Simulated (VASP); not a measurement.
# ZnS (Pmm2) in VASP: notebook, part 2 of 2

VASP 6.6.1. The steps go on from the part before.

## 4. Single point, r2SCAN (the distance across one plane changed)

File POSCAR:

```
ZnS
1.0
   -2.7046500000     -2.7046500000      0.0000000000
    2.7046500000     -2.7046500000      0.0000000000
    0.0000000000      0.0000000000     12.8186000000
Zn S
4 4
Direct
    0.0000000000      0.0000000000      0.7912281762
    0.5000000000      0.5000000000      0.1582456352
    0.0000000000      0.0000000000      0.3692398156
    0.5000000000      0.5000000000      0.5802339959
    0.5000000000      0.0000000000      0.2637427254
    0.0000000000      0.5000000000      0.4747369057
    0.5000000000      0.0000000000      0.6857310861
    0.0000000000      0.5000000000      0.0527485451
```

File INCAR.step1:

```
SYSTEM = ZnS
PREC     = Accurate       ! precision mode
ENCUT    = 520            ! plane-wave cutoff, eV
ISMEAR   = 0              ! smearing method
SIGMA    = 0.05           ! smearing width, eV
LREAL    = .FALSE.        ! projectors in reciprocal space
LASPH    = .TRUE.         ! aspherical terms in the spheres
NELM     = 60             ! most SCF steps
NBANDS   = 46             ! bands
GGA      = PE             ! functional
ALGO     = Normal         ! electronic algorithm
EDIFF    = 1E-4           ! SCF threshold, eV
LWAVE    = .TRUE.         ! write WAVECAR
LCHARG   = .FALSE.        ! write CHGCAR
```

File INCAR.step2:

```
SYSTEM = ZnS
PREC     = Accurate       ! precision mode
ENCUT    = 520            ! plane-wave cutoff, eV
EDIFF    = 1E-7           ! SCF threshold, eV
ISMEAR   = 0              ! smearing method
SIGMA    = 0.05           ! smearing width, eV
LREAL    = .FALSE.        ! projectors in reciprocal space
LASPH    = .TRUE.         ! aspherical terms in the spheres
NELM     = 60             ! most SCF steps
ALGO     = Normal         ! electronic algorithm
ISIF     = 2              ! what is computed and relaxed
LWAVE    = .FALSE.        ! write WAVECAR
LCHARG   = .FALSE.        ! write CHGCAR
METAGGA  = R2SCAN         ! meta-GGA
LMIXTAU  = .TRUE.       
NBANDS   = 46             ! bands
ISTART   = 1
```

File KPOINTS:

```
regular mesh
0
G
  6 6 2
  0 0 0
```

Potentials or basis: VASP PAW PBE potentials, release 64 (Zn, S).

Launch:

```bash
$ cat potpaw_PBE.64/Zn/POTCAR potpaw_PBE.64/S/POTCAR > POTCAR
$ cp INCAR.step1 INCAR
$ mpirun -np 1 vasp_std > vasp.out
$ cp INCAR.step2 INCAR
$ mpirun -np 1 vasp_std > vasp.out
```

OUTCAR:

```text
SYSTEM = ZnS
   PREC = Accurate
   ENCUT = 520
   EDIFF = 1E-7
   ISMEAR = 0
   LREAL = .FALSE.
   LASPH = .TRUE.
   NELM = 60
   ISIF = 2
   METAGGA = R2SCAN
   ISTART = 1

 ion  position               nearest neighbor table
   1  0.000  0.000  0.791-   7 2.34   7 2.34
   2  0.500  0.500  0.158-   8 2.34   8 2.34   5 2.34   5 2.34
   3  0.000  0.000  0.369-   6 2.34   6 2.34   5 2.34   5 2.34
   4  0.500  0.500  0.580-   7 2.34   7 2.34   6 2.34   6 2.34
   5  0.500  0.000  0.264-   3 2.34   3 2.34   2 2.34   2 2.34
   6  0.000  0.500  0.475-   3 2.34   3 2.34   4 2.34   4 2.34
   7  0.500  0.000  0.686-   1 2.34   1 2.34   4 2.34   4 2.34
[... 1389 lines left out ...]
  Total       -1.4764042     -1.4764042     -4.5904674     -0.8142662      0.0000000      0.0000000
  in kB      -12.6131372    -12.6131372    -39.2170344     -6.9563951      0.0000000      0.0000000
  external PRESSURE =     -21.4811029 kB  Pullay stress =       0.0000000 kB

 VOLUME and BASIS-vectors are now :
 -----------------------------------------------------------------------------
  energy-cutoff  :      520.00
  volume of cell :      187.54
      direct lattice vectors                 reciprocal lattice vectors
    -2.704650000 -2.704650000  0.000000000    -0.184866803 -0.184866803  0.000000000
     2.704650000 -2.704650000  0.000000000     0.184866803 -0.184866803  0.000000000
     0.000000000  0.000000000 12.818600000     0.000000000  0.000000000  0.078011639

 POSITION                                       TOTAL-FORCE (eV/Angst)
 -----------------------------------------------------------------------------------
      0.00000      0.00000     10.14244        -0.000000      0.000000      0.501705
      0.00000     -2.70465      2.02849         0.000000     -0.000000     -0.885785
      0.00000      0.00000      4.73314         0.000000     -0.000000     -0.644785
      0.00000     -2.70465      7.43779         0.000000     -0.000000     -0.656377
     -1.35232     -1.35232      3.38081         0.000000     -0.000000      0.650072
      1.35232     -1.35232      6.08546         0.000000     -0.000000      0.603373
     -1.35232     -1.35232      8.79011         0.000000     -0.000000      0.744092
      1.35232     -1.35232      0.67616         0.000000     -0.000000     -0.312296
 -----------------------------------------------------------------------------------
    total drift:                                0.000000     -0.000000      0.024070

  FREE ENERGIE OF THE ION-ELECTRON SYSTEM (eV)
  ---------------------------------------------------
  free  energy   TOTEN  =       -71.9253740826 eV

  energy  without entropy=      -71.9211922174  energy(sigma->0) =      -71.92328315
```

OSZICAR.step1:

```text
N       E                     dE             d eps       ncg     rms          rms(c)
DAV:   1     0.576011767273E+03    0.57601E+03   -0.32747E+04  2944   0.178E+03
DAV:   2     0.522922026714E+02   -0.52372E+03   -0.50303E+03  2976   0.416E+02
DAV:   3    -0.238599305298E+02   -0.76152E+02   -0.74896E+02  3276   0.149E+02
DAV:   4    -0.275932604947E+02   -0.37333E+01   -0.37166E+01  3548   0.327E+01
DAV:   5    -0.276567480252E+02   -0.63488E-01   -0.63457E-01  3506   0.418E+00    0.133E+01
DAV:   6    -0.242832856694E+02    0.33735E+01   -0.65908E+00  4428   0.540E+01    0.109E+01
DAV:   7    -0.244074217407E+02   -0.12414E+00   -0.41646E+00  3660   0.127E+01    0.622E+00
DAV:   8    -0.243830235295E+02    0.24398E-01   -0.10134E+00  3938   0.184E+01    0.155E+00
DAV:   9    -0.243560990915E+02    0.26924E-01   -0.24195E-01  3666   0.755E+00    0.616E-01
DAV:  10    -0.243561490652E+02   -0.49974E-04   -0.76038E-02  3718   0.207E+00    0.398E-01
DAV:  11    -0.243564480586E+02   -0.29899E-03   -0.38275E-02  3606   0.130E+00    0.263E-01
DAV:  12    -0.243566075588E+02   -0.15950E-03   -0.18610E-02  3688   0.109E+00    0.122E-01
DAV:  13    -0.243563812088E+02    0.22635E-03   -0.22381E-03  3266   0.390E-01    0.340E-02
DAV:  14    -0.243563947925E+02   -0.13584E-04   -0.47869E-04  2680   0.123E-01
   1 F= -.24356395E+02 E0= -.24354417E+02  d E =-.395504E-02
```

Wall time 9.7 min (1 thread of Oxide Virtual Turin-like, shared host); peak memory 0.38 GiB.

What came out:

| Item | Value |
| --- | --- |
| Free energy | -71.9254 eV |
| Pressure | -2.1 GPa |
| Largest force | 0.886 eV/Å |
| Band gap on the k mesh | zero (bands 36 and 37 overlap by 0.08 eV) |

Forces on the atoms (eV/Å):
```
Zn   0.000  0.000  0.502
Zn   0.000  0.000 -0.886
Zn   0.000  0.000 -0.645
Zn   0.000  0.000 -0.656
S    0.000  0.000  0.650
S    0.000  0.000  0.603
S    0.000  0.000  0.744
S    0.000  0.000 -0.312
```

Levels at points of the mesh, in eV from the Fermi level:
```tsv
k point	band 32	band 33	band 34	band 35	band 36	band 37	band 38	band 39	band 40	band 41
(0.00, 0.00, 0.00)	-1.91	-1.76	-1.15	-0.58	-0.53	0.03	2.14	2.47	2.87	3.33
(0.50, 0.00, 0.00)	-2.43	-2.02	-1.66	-1.58	-0.18	0.21	2.14	3.34	3.87	4.54
(0.00, 0.50, 0.00)	-2.59	-1.73	-1.35	-1.16	-0.64	0.37	0.90	3.44	3.51	3.72
(0.50, 0.50, 0.00)	-3.66	-3.23	-2.67	-1.66	-1.41	0.60	0.68	2.80	3.10	3.99
(0.00, 0.00, 0.50)	-1.90	-1.79	-1.75	-0.53	0.02	0.03	1.93	2.39	2.69	3.65
(0.50, 0.00, 0.50)	-2.43	-2.07	-1.88	-1.58	0.01	0.21	2.26	3.17	3.70	4.41
(0.00, 0.50, 0.50)	-2.59	-1.73	-1.49	-1.27	-0.64	0.51	1.07	3.18	3.25	3.87
(0.50, 0.50, 0.50)	-3.66	-3.24	-2.68	-1.68	-1.42	0.68	0.72	2.87	3.18	3.61
```

Caveat: the cell differs from its parent crystal (the distance across one plane changed); semilocal functionals underestimate gaps, and a narrow one can read as zero; the PAW data sets were made with another functional, which shifts forces and pressure a little.

## 5. The runs side by side

| cell | gap on the mesh (eV) | pressure (GPa) | largest force (eV/Å) |
| --- | --- | --- | --- |
| a = 3.825, b = 3.825, c = 10.519 Å, 8 atoms | 2.69 | 1.8 | 1.71 |
| a = 3.825, b = 3.825, c = 12.319 Å, 8 atoms | none | -2.9 | 1.25 |
| a = 3.825, b = 3.825, c = 12.819 Å, 8 atoms | none | -2.1 | 0.89 |

Alike in all rows: task single point; level r2SCAN; potentials or basis VASP PAW PBE potentials, release 64 (Zn, S); no spin polarisation; k mesh 6 × 6 × 2; cutoff (eV) 520; smearing gaussian 0.05 eV.

Caveats: the PAW data sets were made with another functional, which shifts forces and pressure a little; semilocal functionals underestimate gaps, and a narrow one can read as zero (at least some runs); the stress differs along the axes, from -7 to -1 GPa (at least some runs).

Total energies depend on the potentials used, so only differences within one code and one set of settings carry meaning.
